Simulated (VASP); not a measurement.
# MgS (Fm-3m) in VASP: a series of runs, part 2 of 2

VASP 6.6.1. The steps go on from the part before.

## 3. Single point, r2SCAN

This run uses another cell than the first one, of 18.08 Å³/atom.

Input file POSCAR:

```
MgS
1.0
    2.6244412125      2.6244412125      0.0000000000
   -2.6244412125      2.6244412125      0.0000000000
    0.0000000000      2.6244412125      2.6244412125
Mg S
1 1
Direct
    0.0000000000      0.0000000000      0.0000000000
    0.5000000000      0.5000000000      0.0000000000
```

Input file INCAR.step1:

```
SYSTEM = MgS
ALGO = Normal ; EDIFF = 1E-5
ENCUT = 920 ; GGA = PE
GGA_COMPAT = .FALSE. ; ISMEAR = 0
LASPH = .TRUE. ; LCHARG = .FALSE.
LREAL = .FALSE. ; LWAVE = .TRUE.
NBANDS = 15 ; NELM = 120
PREC = Accurate ; SIGMA = 0.01
```

Input file INCAR.step2:

```
SYSTEM = MgS
ALGO = Normal ; EDIFF = 1E-6
ENCUT = 920 ; GGA_COMPAT = .FALSE.
ISIF = 2 ; ISMEAR = 0
ISTART = 1 ; LASPH = .TRUE.
LCHARG = .TRUE. ; LELF = .TRUE.
LMIXTAU = .TRUE. ; LREAL = .FALSE.
LVHAR = .TRUE. ; LWAVE = .FALSE.
METAGGA = R2SCAN ; NBANDS = 15
NELM = 120 ; PREC = Accurate
SIGMA = 0.01
```

Input file KPOINTS:

```
k-points
0
G
  8 8 8
  0 0 0
```

Potentials or basis: VASP PAW PBE potentials, release 64 (Mg_sv, S).

Launch:

```
cat potpaw_PBE.64/Mg_sv/POTCAR potpaw_PBE.64/S/POTCAR > POTCAR
cp INCAR.step1 INCAR
mpirun -np 1 vasp_std > vasp.out
cp INCAR.step2 INCAR
mpirun -np 1 vasp_std > vasp.out
```

OUTCAR:

```text
SYSTEM = MgS
   EDIFF = 1E-6
   ENCUT = 920
   ISIF = 2
   ISMEAR = 0
   ISTART = 1
   LASPH = .TRUE.
   LREAL = .FALSE.
   METAGGA = R2SCAN
   NELM = 120
   PREC = Accurate

 ion  position               nearest neighbor table
   1  0.000  0.000  0.000-
   2  0.500  0.500  0.000-

  LATTYP: Found a face centered cubic cell.
 ALAT       =     5.2488824250

  Lattice vectors:

 A1 = (   0.0000000000,   2.6244412125,   2.6244412125)
 A2 = (   2.6244412125,   0.0000000000,   2.6244412125)
 A3 = (   2.6244412125,   2.6244412125,   0.0000000000)

Analysis of symmetry for initial positions (statically):
=====================================================================
 Subroutine PRICEL returns:
 Original cell was already a primitive cell.

 Routine SETGRP: Setting up the symmetry group for a
 face centered cubic supercell.

 Subroutine GETGRP returns: Found 48 space group operations
 (whereof 48 operations were pure point group operations)
 out of a pool of 48 trial point group operations.

The static configuration has the point symmetry O_h .

Analysis of symmetry for dynamics (positions and initial velocities):
=====================================================================
 Subroutine PRICEL returns:
 Original cell was already a primitive cell.

 Routine SETGRP: Setting up the symmetry group for a
 face centered cubic supercell.

 Subroutine GETGRP returns: Found 48 space group operations
 (whereof 48 operations were pure point group operations)
 out of a pool of 48 trial point group operations.

The dynamic configuration has the point symmetry O_h .

 Subroutine INISYM returns: Found 48 space group operations
 (whereof 48 operations are pure point group operations),
 and found     1 'primitive' translations

----------------------------------------------------------------------------------------

                                     Primitive cell

  volume of cell :      36.1527

[... 117 lines left out ...]
   LEPSILON=     F    determine dielectric tensor
   LRPA    =     F    only Hartree local field effects (RPA)
 non-spin polarized calculation
 Gauss-broadening in eV      SIGMA  =   0.01
  energy-cutoff  :      920.00
  volume of cell :       36.15
 maximum number of plane-waves:      2305
 NGX is ok and might be reduce to    40
   NGX = 19   NGY = 19   NGZ = 19

 number of electron      16.0000006 magnetization

 Free energy of the ion-electron system (eV)
  ---------------------------------------------------
  ext. energy  EPLUGINS =         0.00000000
  ---------------------------------------------------
  free energy    TOTEN  =       -15.54099706 eV

  energy without entropy =      -15.54099706  energy(sigma->0) =      -15.54099706

 E-fermi :   3.2749     XC(G=0): -10.2085

 val. band max:        3.1339186103   @ k =   0.0000   0.0000   0.0000
 cond. band min:       6.5754397088   @ k =   0.5000   0.5000   0.0000
 fundamental gap:      3.4415210985
 Fermi energy:         3.2749128890

 k-point     1 :       0.0000    0.0000    0.0000
  band No.  band energies     occupation
      1     -74.5293      2.00000
      2     -39.6353      2.00000
      3     -39.6353      2.00000
      4     -39.6353      2.00000
      5      -9.8961      2.00000
      6       3.1339      2.00000
      7       3.1339      2.00000
      8       3.1339      2.00000
      9       7.5758      0.00000
     10      11.6793      0.00000
     11      11.6793      0.00000
     12      11.6793      0.00000
     13      14.0491      0.00000
     14      14.0491      0.00000
[... 401 lines left out ...]
      2     -39.6402      2.00000
      3     -39.6375      2.00000
      4     -39.6365      2.00000
      5      -8.4379      2.00000
      6      -1.0714      2.00000
      7       1.0491      2.00000
      8       2.0076      2.00000
      9       9.3377      0.00000
     10       9.8628      0.00000
     11      12.1761      0.00000
     12      13.2427      0.00000
     13      16.1521      0.00000
     14      17.3596      0.00000
     15      19.4100      0.00000

 [... further k-points ...]

------------------------ aborting loop because EDIFF is reached ----------------------------------------

  FORCE on cell =-STRESS in cart. coord.  units (eV):
  Direction    XX          YY          ZZ          XY          YZ          ZX
  --------------------------------------------------------------------------------------
  -------------------------------------------------------------------------------------
  Total       -0.4403084     -0.4403084     -0.4403084     -0.0000000      0.0000000     -0.0000000
  in kB      -19.5131331    -19.5131331    -19.5131331     -0.0000000      0.0000000     -0.0000000
  external PRESSURE =     -19.5131331 kB  Pullay stress =       0.0000000 kB

 VOLUME and BASIS-vectors are now :
 -----------------------------------------------------------------------------
  energy-cutoff  :      920.00
  volume of cell :       36.15
      direct lattice vectors                 reciprocal lattice vectors
     2.624441212  2.624441212  0.000000000     0.190516746  0.190516746 -0.190516746
    -2.624441212  2.624441212  0.000000000    -0.190516746  0.190516746 -0.190516746
     0.000000000  2.624441212  2.624441212     0.000000000  0.000000000  0.381033492

 POSITION                                       TOTAL-FORCE (eV/Angst)
 -----------------------------------------------------------------------------------
      0.00000      0.00000      0.00000         0.000000     -0.000000      0.000000
      0.00000      2.62444      0.00000         0.000000      0.000000      0.000000
 -----------------------------------------------------------------------------------
    total drift:                                0.000000     -0.000000     -0.000000

  FREE ENERGIE OF THE ION-ELECTRON SYSTEM (eV)
  ---------------------------------------------------
  free  energy   TOTEN  =       -15.5409970630 eV

  energy  without entropy=      -15.5409970630  energy(sigma->0) =      -15.54099706
```

Wall time 2.1 min (1 thread of AMD EPYC 9R45 (Zen 5), shared host); peak memory 0.23 GiB.

Results:

| Property | Result |
| --- | --- |
| Free energy | -15.5410 eV |
| Pressure | -2.0 GPa |
| Band gap on the k mesh | 3.44 eV (least direct gap 4.44 eV) |

Levels at points of the mesh, in eV from the valence-band top:
| k point | band 5 | band 6 | band 7 | band 8 | band 9 | band 10 | band 11 | band 12 |
| --- | --- | --- | --- | --- | --- | --- | --- | --- |
| (0.00, 0.00, 0.00) | -13.03 | 0.00 | 0.00 | 0.00 | 4.44 | 8.55 | 8.55 | 8.55 |
| (0.50, 0.00, 0.00) | -11.76 | -4.73 | -0.59 | -0.59 | 5.18 | 7.50 | 7.50 | 11.04 |
| (0.50, 0.50, 0.00) | -11.40 | -4.13 | -1.67 | -1.67 | 3.44 | 5.00 | 12.89 | 13.42 |

Caveat: the PAW data sets were made with another functional, which shifts forces and pressure a little. A k mesh can miss the band edges.
